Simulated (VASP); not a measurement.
Write the native input for VASP 6.6.1 that does the following.

```yaml
Task: single point
Functional: LDA
Potentials_or_basis: VASP PAW LDA potentials, release 64 (Co_sv, Ti_sv)
Cutoff: 690 eV
k_mesh: 9 × 9 × 9
Occupations: fermi-dirac, width 0.05 eV
Spin: collinear spin, ferromagnetic start
Starting_moments: "[2.0, 1.0] μB"
Dipole_correction: no
Further_INCAR_settings: ALGO = Normal; EDIFF = 1e-06; NBANDS = 26
```

The structure of TiCo lies in POSCAR:

```
TiCo
1.0
    2.9660693728      0.0000000000      0.0000000000
    0.0000000000      2.9660693728      0.0000000000
    0.0000000000      0.0000000000      2.9660693728
Co Ti
1 1
Direct
    0.5000000000      0.5000000000      0.5000000000
    0.0000000000      0.0000000000      0.0000000000
```

These files were run (other wordings do the same):

INCAR

```
PREC = Accurate
ENCUT = 690
EDIFF = 1E-6
ISMEAR = -1
SIGMA = 0.05
LREAL = False
LASPH = True
NELM = 200
ALGO = Normal
ISIF = 2
LWAVE = False
LCHARG = False
ISPIN = 2
MAGMOM = 2 1
LORBIT = 11
LMAXMIX = 4
GGA = CA
NBANDS = 26
GGA_COMPAT = False
```

KPOINTS

```
regular mesh
0
Gamma
  9 9 9
```

Potentials or basis: VASP PAW LDA potentials, release 64 (Co_sv, Ti_sv).

Launch:

```console
$ cat potpaw_LDA.64/Co_sv/POTCAR potpaw_LDA.64/Ti_sv/POTCAR > POTCAR
$ mpirun -np 1 vasp_std > vasp.out
```

Results of the run:

| Quantity | Value |
| --- | --- |
| Pressure | -12.3 GPa |
| Net moment | 0.44 μB per cell |
| Site moments | Co +0.45; Ti -0.01 μB |
| Valence electrons inside the program's atomic spheres | Co 15.15; Ti 10.33 |

Caveat: the cell stands under tension.

Wall time 67 s on 1 thread of Intel(R) Xeon(R) Platinum 8375C CPU @ 2.90GHz (Ice Lake), with other jobs on the host, peak memory 0.18 GiB.
